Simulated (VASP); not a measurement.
# Cr (P6/mmm) in VASP: single point with PBEsol

Aim: the single point of Cr with PBEsol.

All numbers are computed with VASP 6.6.1; they aren't measurements. Logs are shortened: lines on timing, memory, paths and dates and some standing lists are left out, and cuts for length are marked.

## 1. The cell of the first run

Symmetry: P6/mmm, No. 191, hexagonal system. The conventional cell has a = 4.010 Å, b = 4.010 Å, c = 2.165 Å, α = 90.00°, β = 90.00°, γ = 120.00°. Cr (site symmetry 6/mmm) has 14 Cr at 2.16 to 2.56 Å within 2.9 Å. Cr (site symmetry -6m2) has 11 Cr at 2.16 to 2.56 Å within 2.9 Å.

This isn't the form of Cr at room conditions, which is bcc.

## 2. Single point, PBEsol (10.05 Å³/atom)

File INCAR:

```
SYSTEM = Cr
PREC = Accurate
ENCUT = 700
EDIFF = 1E-6
ISMEAR = -1
SIGMA = 0.1
LREAL = .FALSE.
LASPH = .TRUE.
NELM = 120
ALGO = Normal
ISIF = 2
LWAVE = .FALSE.
LCHARG = .TRUE.
GGA = PS
LELF = .TRUE.
LVHAR = .TRUE.
NBANDS = 28
GGA_COMPAT = .FALSE.
```

File KPOINTS:

```
regular mesh
0
G
  10 10 16
  0 0 0
```

File POSCAR:

```
Cr
1.0
    4.0103779911      0.0000000000      0.0000000000
   -2.0051889956      3.4730892191      0.0000000000
    0.0000000000      0.0000000000      2.1647393985
Cr
3
Direct
    0.0000000000      1.0000000000      0.0000000000
    0.3333333333      0.6666666667      0.5000000000
    0.6666666667      0.3333333333      0.5000000000
```

Potentials or basis: VASP PAW PBE potentials, release 64 (Cr_sv).

Started as:

```console
$ cat potpaw_PBE.64/Cr_sv/POTCAR > POTCAR
$ mpirun -np 1 vasp_std > vasp.out
```

OUTCAR:

```text
SYSTEM = Cr
   PREC = Accurate
   ENCUT = 700
   EDIFF = 1E-6
   ISMEAR = -1
   LREAL = .FALSE.
   LASPH = .TRUE.
   NELM = 120
   ISIF = 2
   GGA = PS

 ion  position               nearest neighbor table
   1  0.000  0.000  0.000-   2 2.56   3 2.56   2 2.56   3 2.56   3 2.56   3 2.56   2 2.56   2 2.56
                             3 2.56   3 2.56   2 2.56   2 2.56
   2  0.333  0.667  0.500-   3 2.32   3 2.32   3 2.32   1 2.56   1 2.56   1 2.56   1 2.56   1 2.56
                             1 2.56
   3  0.667  0.333  0.500-   2 2.32   2 2.32   2 2.32   1 2.56   1 2.56   1 2.56   1 2.56   1 2.56
                             1 2.56

  LATTYP: Found a hexagonal cell.
 ALAT       =     4.0103779911
 C/A-ratio  =     0.5397843803

  Lattice vectors:

 A1 = (   4.0103779911,   0.0000000000,   0.0000000000)
 A2 = (  -2.0051889956,   3.4730892191,   0.0000000000)
 A3 = (   0.0000000000,   0.0000000000,   2.1647393985)

Analysis of symmetry for initial positions (statically):
=====================================================================
 Subroutine PRICEL returns:
 Original cell was already a primitive cell.

 Routine SETGRP: Setting up the symmetry group for a
 hexagonal supercell.

 Subroutine GETGRP returns: Found 24 space group operations
 (whereof 24 operations were pure point group operations)
 out of a pool of 24 trial point group operations.

The static configuration has the point symmetry D_6h.

Analysis of symmetry for dynamics (positions and initial velocities):
=====================================================================
 Subroutine PRICEL returns:
 Original cell was already a primitive cell.

 Routine SETGRP: Setting up the symmetry group for a
 hexagonal supercell.

 Subroutine GETGRP returns: Found 24 space group operations
 (whereof 24 operations were pure point group operations)
 out of a pool of 24 trial point group operations.

The dynamic configuration has the point symmetry D_6h.

 Subroutine INISYM returns: Found 24 space group operations
 (whereof 24 operations are pure point group operations),
 and found     1 'primitive' translations

----------------------------------------------------------------------------------------

                                     Primitive cell

  volume of cell :      30.1514

  direct lattice vectors                    reciprocal lattice vectors
     4.010377991  0.000000000  0.000000000     0.249353054  0.143964053  0.000000000
    -2.005188996  3.473089219  0.000000000     0.000000000  0.287928106  0.000000000
     0.000000000  0.000000000  2.164739399     0.000000000  0.000000000  0.461949369

  length of vectors
     4.010377991  4.010377991  2.164739399     0.287928106  0.287928106  0.461949369

  position of ions in fractional coordinates (direct lattice)
     0.000000000  0.000000000  0.000000000
     0.333333333  0.666666667  0.500000000
     0.666666667  0.333333333  0.500000000

  ion indices of the primitive-cell ions
   primitive index   ion index
                 1           1
                 2           2
                 3           3

----------------------------------------------------------------------------------------

 KPOINTS: regular mesh

Automatic generation of k-mesh.
 Grid dimensions read from file:
 generate k-points for:   10   10   16

 Generating k-lattice:

  Cartesian coordinates                     Fractional coordinates (reciprocal lattice)
     0.024935305  0.014396405  0.000000000     0.100000000  0.000000000  0.000000000
     0.000000000  0.028792811  0.000000000     0.000000000  0.100000000  0.000000000
     0.000000000  0.000000000  0.028871836     0.000000000  0.000000000  0.062500000

  Length of vectors
     0.028792811  0.028792811  0.028871836

  Shift w.r.t. Gamma in fractional coordinates (k-lattice)
     0.000000000  0.000000000  0.000000000

 Subroutine IBZKPT returns following result:
 ===========================================

 Found    126 irreducible k-points:

 Following reciprocal coordinates:
            Coordinates               Weight
  0.000000  0.000000  0.000000      1.000000
  0.100000  0.000000  0.000000      6.000000
  0.200000  0.000000  0.000000      6.000000
  0.300000  0.000000  0.000000      6.000000
  0.400000  0.000000  0.000000      6.000000
  0.500000 -0.000000  0.000000      3.000000
[... 16 lines left out ...]
  0.300000  0.100000  0.062500     24.000000
  0.400000  0.100000  0.062500     24.000000
 [... further k-points ...]
   k-points           NKPTS =    126   k-points in BZ     NKDIM =    126   number of bands    NBANDS=     28
   number of dos      NEDOS =    301   number of ions     NIONS =      3
   total plane-waves  NPLWV =  25920
   dimension x,y,z NGX =    36 NGY =   36 NGZ =   20
   dimension x,y,z NGXF=    72 NGYF=   72 NGZF=   40
   ions per type =               3
   NGX,Y,Z   is equivalent  to a cutoff of  14.92, 14.92, 15.36 a.u.
   NGXF,Y,Z  is equivalent  to a cutoff of  29.85, 29.85, 30.72 a.u.
 SYSTEM =  Cr
   PREC   = accura    normal or accurate (medium, high low for compatibility)
   ISTART =      0    job   : 0-new  1-cont  2-samecut
   ICHARG =      2    charge: 1-file 2-atom 10-const
   ISPIN  =      1    spin polarized calculation?
   LNONCOLLINEAR =      F non collinear calculations
   LSORBIT =      F    spin-orbit coupling
   LASPH  =      T    aspherical Exc in radial PAW
   ENCUT  =  700.0 eV  51.45 Ry    7.17 a.u.   8.65  8.65  4.67*2*pi/ulx,y,z
   NELM   =    120;   NELMIN=  2; NELMDL= -5     # of ELM steps
   EDIFF  = 0.1E-05   stopping-criterion for ELM
   LREAL  =      F    real-space projection
   EDIFFG = 0.1E-04   stopping-criterion for IOM
   NSW    =      0    number of steps for IOM
   IBRION =     -1    ionic relax: 0-MD 1-quasi-New 2-CG
   NFREE  =      0    steps in history (QN), initial steepest desc. (CG)
   ISIF   =      2    stress and relaxation
   ISYM   =      2    0-nonsym 1-usesym 2-fastsym
   POTIM  = 0.5000    time-step for ionic-motion
   TEBEG  =    0.0;   TEEND  =   0.0 temperature during run
   PSTRESS=    0.0 pullay stress
   NELECT =      42.0000    total number of electrons
   NUPDOWN=      -1.0000    fix difference up-down
   EMIN   =  10.00;   EMAX   =-10.00  energy-range for DOS
   EFERMI =   0.00;   METHOD = LEGACY
   ISMEAR =    -1;   SIGMA  =   0.10  broadening in eV -4-tet -1-fermi 0-gaus
   EFERMI_NEDOS =   21; number of points for ismear=-14 and -15
   IALGO  =     38    algorithm
   IMIX   =      4    mixing-type and parameters
     AMIX     =   0.40;   BMIX     =  1.00
     AMIX_MAG =   1.60;   BMIX_MAG =  1.00
  volume/ion in A,a.u.               =      10.05        67.82
  Fermi-wavevector in a.u.,A,eV,Ry     =   1.828334  3.455051 45.481648  3.342807
  Thomas-Fermi vector in A             =   2.883246
   LORBIT       =      0    0 simple, 1 ext, 2 COOP (PROOUT), +10 PAW based schemes
   GGA     = PS    functional components
   LHFCALC =     F    Hartree Fock is set to
   AEXX    =    0.0000 exact exchange contribution
   IVDW    =     0    specifies the selected vdW correction
   LEPSILON=     F    determine dielectric tensor
   LRPA    =     F    only Hartree local field effects (RPA)
 non-spin polarized calculation
  energy-cutoff  :      700.00
  volume of cell :       30.15
 maximum number of plane-waves:      1282
 NGX is ok and might be reduce to    36
   NGX = 17   NGY = 17   NGZ =  9

 number of electron      42.0000029 magnetization

 Free energy of the ion-electron system (eV)
  ---------------------------------------------------
  ext. energy  EPLUGINS =         0.00000000
  ---------------------------------------------------
  free energy    TOTEN  =       -29.54237270 eV

  energy without entropy =      -29.41237028  energy(sigma->0) =      -29.47737149

 E-fermi :  16.2948     XC(G=0): -14.7181

 val. band max:       16.2947340887   @ k =   0.2000   0.0000   0.1250
 cond. band min:      16.2985202869   @ k =   0.3000   0.3000   0.3750
 fundamental gap:      0.0037861983
 Fermi energy:        16.2947968274

 k-point     1 :       0.0000    0.0000    0.0000
  band No.  band energies     occupation
      1     -55.2949      2.00000
      2     -55.0291      2.00000
      3     -54.8879      2.00000
      4     -26.8352      2.00000
      5     -26.8352      2.00000
      6     -26.7422      2.00000
[... 20 lines left out ...]
     27      19.5983      0.00000
     28      19.5983      0.00000

 k-point     2 :       0.1000    0.0000    0.0000
  band No.  band energies     occupation
      1     -55.2861      2.00000
      2     -55.0320      2.00000
      3     -54.8941      2.00000
      4     -26.9228      2.00000
      5     -26.9023      2.00000
      6     -26.6466      2.00000
[... 20 lines left out ...]
     27      19.5039      0.00000
     28      19.5820      0.00000

 k-point     3 :       0.2000    0.0000    0.0000
  band No.  band energies     occupation
      1     -55.2613      2.00000
      2     -55.0401      2.00000
      3     -54.9119      2.00000
      4     -27.0279      2.00000
      5     -26.9419      2.00000
      6     -26.5179      2.00000
[... 20 lines left out ...]
     27      19.2442      0.00000
     28      19.5321      0.00000

 k-point     4 :       0.3000    0.0000    0.0000
  band No.  band energies     occupation
      1     -55.2249      2.00000
      2     -55.0523      2.00000
      3     -54.9373      2.00000
      4     -27.1108      2.00000
      5     -26.9116      2.00000
      6     -26.3990      2.00000
[... 578 lines left out ...]
     27      18.8504      0.00000
     28      19.3528      0.00000

 k-point    23 :       0.3000    0.1000    0.0625
  band No.  band energies     occupation
      1     -55.1863      2.00000
      2     -55.0467      2.00000
      3     -54.9425      2.00000
      4     -27.0995      2.00000
      5     -26.8858      2.00000
      6     -26.4207      2.00000
[... 20 lines left out ...]
     27      18.9016      0.00000
     28      19.2439      0.00000

 k-point    24 :       0.4000    0.1000    0.0625
  band No.  band energies     occupation
      1     -55.1556      2.00000
      2     -55.0578      2.00000
      3     -54.9627      2.00000
      4     -27.1315      2.00000
      5     -26.7574      2.00000
      6     -26.5844      2.00000
[... 20 lines left out ...]
     27      19.0801      0.00000
     28      19.2206      0.00000

 [... further k-points ...]
[... 5 lines left out ...]
  --------------------------------------------------------------------------------------
  -------------------------------------------------------------------------------------
  Total        7.6403892      7.6403892      8.3537669     -0.0000000      0.0000000      0.0000000
  in kB      405.9936072    405.9936072    443.9009434     -0.0000000      0.0000000      0.0000000
  external PRESSURE =     418.6293859 kB  Pullay stress =       0.0000000 kB

 VOLUME and BASIS-vectors are now :
 -----------------------------------------------------------------------------
  energy-cutoff  :      700.00
  volume of cell :       30.15
      direct lattice vectors                 reciprocal lattice vectors
     4.010377991  0.000000000  0.000000000     0.249353054  0.143964053  0.000000000
    -2.005188996  3.473089219  0.000000000     0.000000000  0.287928106  0.000000000
     0.000000000  0.000000000  2.164739399     0.000000000  0.000000000  0.461949369

 POSITION                                       TOTAL-FORCE (eV/Angst)
 -----------------------------------------------------------------------------------
      0.00000      0.00000      0.00000         0.000000      0.000000     -0.000000
     -0.00000      2.31539      1.08237         0.000000     -0.000000      0.000000
      2.00519      1.15770      1.08237        -0.000000      0.000000     -0.000000
 -----------------------------------------------------------------------------------
    total drift:                                0.000000      0.000000     -0.000000

  FREE ENERGIE OF THE ION-ELECTRON SYSTEM (eV)
  ---------------------------------------------------
  free  energy   TOTEN  =       -29.5423726950 eV

  energy  without entropy=      -29.4123702794  energy(sigma->0) =      -29.47737149
```

It took 2.8 min on 1 thread of AMD EPYC 7R13 (Zen 3), shared host; peak memory 0.22 GiB.

What came out:

| Property | Result |
| --- | --- |
| Free energy | -29.5424 eV |
| Pressure | 41.9 GPa |
| Band gap on the k mesh | zero (bands 21 and 22 overlap by 1.23 eV) |

Stress tensor (GPa, compression positive):
```
40.60  0.00  0.00
 0.00 40.60  0.00
 0.00  0.00 44.39
```

Levels at points of the mesh, in eV from the Fermi level:
```
           k point  band 17  band 18  band 19  band 20  band 21  band 22  band 23  band 24  band 25  band 26
(0.00, 0.00, 0.00)    -2.53    -2.46    -2.46    -2.25    -0.47    -0.47     1.60     1.60     1.66     1.66
(0.50, 0.00, 0.00)    -2.98    -2.53    -2.20    -2.11     0.76     0.88     1.71     1.77     1.84     2.17
(0.00, 0.00, 0.50)    -2.66    -1.72    -1.23    -1.23     0.11     0.11     1.93     1.93     2.44     2.44
(0.50, 0.00, 0.50)    -2.40    -1.79    -1.70    -0.21    -0.17     1.07     1.32     1.90     1.91     3.16
```

Caveat: the cell stands under pressure; the PAW data sets were made with another functional, which shifts forces and pressure a little; the run has no spin polarisation, though such a crystal can be magnetic. Spin polarisation is off, so any magnetic state and its effect on volume and gap are missing.
